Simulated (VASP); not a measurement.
# Ge (Fm-3m) in VASP: notebook

Ge is run at these levels: PBE; tasks: single point.

All numbers are computed with VASP 6.6.1; they aren't measurements. Logs are shortened: lines on timing, memory, paths and dates and some standing lists are left out, and cuts for length are marked.

### 1 The cell of the first run

Symmetry: Fm-3m, No. 225, cubic system. Conventional cell: a = 4.309 Å, b = 4.309 Å, c = 4.309 Å, α = 90.00°, β = 90.00°, γ = 90.00°. Within 4.0 Å of Ge (site symmetry m-3m) lie 12 Ge at 3.05 Å.

### 2 Single point, PBE

Input file INCAR:

```
ALGO     = Normal         # electronic algorithm
EDIFF    = 1E-7           # SCF threshold, eV
ENCUT    = 520            # plane-wave cutoff, eV
GGA      = PE             # functional
ISIF     = 2              # what is computed and relaxed
ISMEAR   = -1             # smearing method
LASPH    = T              # aspherical terms in the spheres
LCHARG   = F              # write CHGCAR
LREAL    = F              # projectors in reciprocal space
LWAVE    = F              # write WAVECAR
NBANDS   = 13             # bands
NELM     = 80             # most SCF steps
PREC     = Accurate       # precision mode
SIGMA    = 0.06122561905347299 # smearing width, eV
```

Input file KPOINTS:

```
k-points
0
Gamma
  22 22 22
```

Input file POSCAR:

```
Ge
1.0
    0.0000000000      2.1545521362      2.1545521362
    2.1545521362      0.0000000000      2.1545521362
    2.1545521362      2.1545521362      0.0000000000
Ge
1
Direct
    0.0000000000      0.0000000000      0.0000000000
```

Potentials or basis: VASP PAW PBE potentials, release 64 (Ge_d).

Started as:

```
> cat potpaw_PBE.64/Ge_d/POTCAR > POTCAR
> mpirun -np 1 vasp_std > vasp.out
```

OUTCAR:

```text
EDIFF = 1E-7
   ENCUT = 520
   GGA = PE
   ISIF = 2
   ISMEAR = -1
   LASPH = T
   LREAL = F
   NELM = 80
   PREC = Accurate

 ion  position               nearest neighbor table
   1  0.000  0.000  0.000-

  LATTYP: Found a face centered cubic cell.
 ALAT       =     4.3091042724

  Lattice vectors:

 A1 = (   0.0000000000,   2.1545521362,   2.1545521362)
 A2 = (   2.1545521362,   0.0000000000,   2.1545521362)
 A3 = (   2.1545521362,   2.1545521362,   0.0000000000)

Analysis of symmetry for initial positions (statically):
=====================================================================
 Subroutine PRICEL returns:
 Original cell was already a primitive cell.

 Routine SETGRP: Setting up the symmetry group for a
 face centered cubic supercell.

 Subroutine GETGRP returns: Found 48 space group operations
 (whereof 48 operations were pure point group operations)
 out of a pool of 48 trial point group operations.

The static configuration has the point symmetry O_h .

Analysis of symmetry for dynamics (positions and initial velocities):
=====================================================================
 Subroutine PRICEL returns:
 Original cell was already a primitive cell.

 Routine SETGRP: Setting up the symmetry group for a
 face centered cubic supercell.

 Subroutine GETGRP returns: Found 48 space group operations
 (whereof 48 operations were pure point group operations)
 out of a pool of 48 trial point group operations.

The dynamic configuration has the point symmetry O_h .

 Subroutine INISYM returns: Found 48 space group operations
 (whereof 48 operations are pure point group operations),
 and found     1 'primitive' translations

----------------------------------------------------------------------------------------

                                     Primitive cell

  volume of cell :      20.0033

  direct lattice vectors                    reciprocal lattice vectors
     0.000000000  2.154552136  2.154552136    -0.232066791  0.232066791  0.232066791
     2.154552136  0.000000000  2.154552136     0.232066791 -0.232066791  0.232066791
     2.154552136  2.154552136  0.000000000     0.232066791  0.232066791 -0.232066791

  length of vectors
     3.046996852  3.046996852  3.046996852     0.401951473  0.401951473  0.401951473

  position of ions in fractional coordinates (direct lattice)
     0.000000000  0.000000000  0.000000000

  ion indices of the primitive-cell ions
   primitive index   ion index
                 1           1

----------------------------------------------------------------------------------------

 KPOINTS: k-points

Automatic generation of k-mesh.
 Grid dimensions read from file:
 generate k-points for:   22   22   22

 Generating k-lattice:

  Cartesian coordinates                     Fractional coordinates (reciprocal lattice)
    -0.010548490  0.010548490  0.010548490     0.045454545  0.000000000  0.000000000
     0.010548490 -0.010548490  0.010548490     0.000000000  0.045454545  0.000000000
     0.010548490  0.010548490 -0.010548490     0.000000000  0.000000000  0.045454545

  Length of vectors
     0.018270521  0.018270521  0.018270521

  Shift w.r.t. Gamma in fractional coordinates (k-lattice)
     0.000000000  0.000000000  0.000000000

 Subroutine IBZKPT returns following result:
 ===========================================

 Found    328 irreducible k-points:

 Following reciprocal coordinates:
            Coordinates               Weight
  0.000000  0.000000  0.000000      1.000000
  0.045455  0.000000  0.000000      8.000000
  0.090909  0.000000  0.000000      8.000000
  0.136364  0.000000  0.000000      8.000000
  0.181818  0.000000  0.000000      8.000000
  0.227273  0.000000  0.000000      8.000000
[... 16 lines left out ...]
  0.500000  0.045455  0.000000     24.000000
 -0.454545  0.045455  0.000000     24.000000
 [... further k-points ...]
   k-points           NKPTS =    328   k-points in BZ     NKDIM =    328   number of bands    NBANDS=     13
   number of dos      NEDOS =    301   number of ions     NIONS =      1
   total plane-waves  NPLWV =  13824
   dimension x,y,z NGX =    24 NGY =   24 NGZ =   24
   dimension x,y,z NGXF=    48 NGYF=   48 NGZF=   48
   ions per type =               1
   NGX,Y,Z   is equivalent  to a cutoff of  13.09, 13.09, 13.09 a.u.
   NGXF,Y,Z  is equivalent  to a cutoff of  26.19, 26.19, 26.19 a.u.
 SYSTEM =  unknown system
   PREC   = accura    normal or accurate (medium, high low for compatibility)
   ISTART =      0    job   : 0-new  1-cont  2-samecut
   ICHARG =      2    charge: 1-file 2-atom 10-const
   ISPIN  =      1    spin polarized calculation?
   LNONCOLLINEAR =      F non collinear calculations
   LSORBIT =      F    spin-orbit coupling
   LASPH  =      T    aspherical Exc in radial PAW
   ENCUT  =  520.0 eV  38.22 Ry    6.18 a.u.   5.67  5.67  5.67*2*pi/ulx,y,z
   NELM   =     80;   NELMIN=  2; NELMDL= -5     # of ELM steps
   EDIFF  = 0.1E-06   stopping-criterion for ELM
   LREAL  =      F    real-space projection
   EDIFFG = 0.1E-05   stopping-criterion for IOM
   NSW    =      0    number of steps for IOM
   IBRION =     -1    ionic relax: 0-MD 1-quasi-New 2-CG
   NFREE  =      0    steps in history (QN), initial steepest desc. (CG)
   ISIF   =      2    stress and relaxation
   ISYM   =      2    0-nonsym 1-usesym 2-fastsym
   POTIM  = 0.5000    time-step for ionic-motion
   TEBEG  =    0.0;   TEEND  =   0.0 temperature during run
   PSTRESS=    0.0 pullay stress
   NELECT =      14.0000    total number of electrons
   NUPDOWN=      -1.0000    fix difference up-down
   EMIN   =  10.00;   EMAX   =-10.00  energy-range for DOS
   EFERMI =   0.00;   METHOD = LEGACY
   ISMEAR =    -1;   SIGMA  =   0.06  broadening in eV -4-tet -1-fermi 0-gaus
   EFERMI_NEDOS =   21; number of points for ismear=-14 and -15
   IALGO  =     38    algorithm
   IMIX   =      4    mixing-type and parameters
     AMIX     =   0.40;   BMIX     =  1.00
     AMIX_MAG =   1.60;   BMIX_MAG =  1.00
  volume/ion in A,a.u.               =      20.00       134.99
  Fermi-wavevector in a.u.,A,eV,Ry     =   1.453507  2.746730 28.744797  2.112683
  Thomas-Fermi vector in A             =   2.570766
   LORBIT       =      0    0 simple, 1 ext, 2 COOP (PROOUT), +10 PAW based schemes
   GGA     = PE    functional components
   LHFCALC =     F    Hartree Fock is set to
   AEXX    =    0.0000 exact exchange contribution
   IVDW    =     0    specifies the selected vdW correction
   LEPSILON=     F    determine dielectric tensor
   LRPA    =     F    only Hartree local field effects (RPA)
 non-spin polarized calculation
  energy-cutoff  :      520.00
  volume of cell :       20.00
 maximum number of plane-waves:       556
   NGX = 11   NGY = 11   NGZ = 11

 number of electron      14.0000011 magnetization

 Free energy of the ion-electron system (eV)
  ---------------------------------------------------
  ext. energy  EPLUGINS =         0.00000000
  ---------------------------------------------------
  free energy    TOTEN  =        -4.18869188 eV

  energy without entropy =       -4.18262489  energy(sigma->0) =       -4.18565839

 E-fermi :   6.2722     XC(G=0): -11.0067

 val. band max:        6.2375434233   @ k =   0.4545   0.3182   0.1364
 cond. band min:       6.2774601495   @ k =  -0.2727   0.4545   0.2273
 fundamental gap:      0.0399167262
 Fermi energy:         6.2722378218

 k-point     1 :       0.0000    0.0000    0.0000
  band No.  band energies     occupation
      1     -18.5260      2.00000
      2     -18.5260      2.00000
      3     -18.5260      2.00000
      4     -18.4851      2.00000
      5     -18.4851      2.00000
      6      -6.5113      2.00000
      7      14.6238      0.00000
      8      14.6238      0.00000
      9      14.6238      0.00000
     10      19.8824      0.00000
     11      19.8824      0.00000
     12      19.8824      0.00000
     13      21.0240      0.00000

 k-point     2 :       0.0455    0.0000    0.0000
  band No.  band energies     occupation
      1     -18.5259      2.00000
      2     -18.5250      2.00000
      3     -18.5250      2.00000
      4     -18.4852      2.00000
      5     -18.4852      2.00000
      6      -6.4622      2.00000
      7      14.1109      0.00000
      8      14.5492      0.00000
      9      14.5492      0.00000
     10      19.4230      0.00000
     11      20.0167      0.00000
     12      20.0167      0.00000
     13      21.8909      0.00000

 k-point     3 :       0.0909    0.0000    0.0000
  band No.  band energies     occupation
      1     -18.5258      2.00000
      2     -18.5225      2.00000
      3     -18.5225      2.00000
      4     -18.4852      2.00000
      5     -18.4852      2.00000
      6      -6.3147      2.00000
      7      12.8709      0.00000
      8      14.3504      0.00000
      9      14.3504      0.00000
     10      18.9252      0.00000
     11      20.3749      0.00000
     12      20.3749      0.00000
     13      22.7526      0.00000
[... 305 lines left out ...]
 k-point    23 :       0.5000    0.0455    0.0000
  band No.  band energies     occupation
      1     -18.5259      2.00000
      2     -18.5225      2.00000
      3     -18.5209      2.00000
      4     -18.4468      2.00000
      5     -18.4448      2.00000
      6      -1.5992      2.00000
      7       1.0964      2.00000
      8      12.2848      0.00000
      9      12.5265      0.00000
     10      17.7720      0.00000
     11      18.3003      0.00000
     12      18.8809      0.00000
     13      20.7817      0.00000

 k-point    24 :      -0.4545    0.0455    0.0000
  band No.  band energies     occupation
      1     -18.5257      2.00000
      2     -18.5224      2.00000
      3     -18.5210      2.00000
      4     -18.4465      2.00000
      5     -18.4460      2.00000
      6      -1.7272      2.00000
      7       1.2568      2.00000
      8      12.1779      0.00000
      9      12.6534      0.00000
     10      17.9515      0.00000
     11      18.2115      0.00000
     12      18.7827      0.00000
     13      20.8583      0.00000

 [... further k-points ...]

------------------------ aborting loop because EDIFF is reached ----------------------------------------

  FORCE on cell =-STRESS in cart. coord.  units (eV):
  Direction    XX          YY          ZZ          XY          YZ          ZX
  --------------------------------------------------------------------------------------
  -------------------------------------------------------------------------------------
  Total       -0.1558723     -0.1558723     -0.1558723     -0.0000000      0.0000000     -0.0000000
  in kB      -12.4847081    -12.4847081    -12.4847081     -0.0000000      0.0000000     -0.0000000
  external PRESSURE =     -12.4847081 kB  Pullay stress =       0.0000000 kB

 VOLUME and BASIS-vectors are now :
 -----------------------------------------------------------------------------
  energy-cutoff  :      520.00
  volume of cell :       20.00
      direct lattice vectors                 reciprocal lattice vectors
     0.000000000  2.154552136  2.154552136    -0.232066791  0.232066791  0.232066791
     2.154552136  0.000000000  2.154552136     0.232066791 -0.232066791  0.232066791
     2.154552136  2.154552136  0.000000000     0.232066791  0.232066791 -0.232066791

 POSITION                                       TOTAL-FORCE (eV/Angst)
 -----------------------------------------------------------------------------------
      0.00000      0.00000      0.00000         0.000000     -0.000000      0.000000
 -----------------------------------------------------------------------------------
    total drift:                               -0.000000      0.000000     -0.000000

  FREE ENERGIE OF THE ION-ELECTRON SYSTEM (eV)
  ---------------------------------------------------
  free  energy   TOTEN  =        -4.1886918848 eV

  energy  without entropy=       -4.1826248910  energy(sigma->0) =       -4.18565839
```

Wall time 20 s (1 thread of Intel Xeon 6975P-C (Granite Rapids), shared host); peak memory 0.2 GiB.

What came out:

* Free energy: -4.1887 eV
* Pressure: -1.2 GPa
* Band gap on the k mesh: zero (band 7 reaches 14.62 eV, above the bottom of band 8 at 3.95 eV)

[end of part 1 of 2]
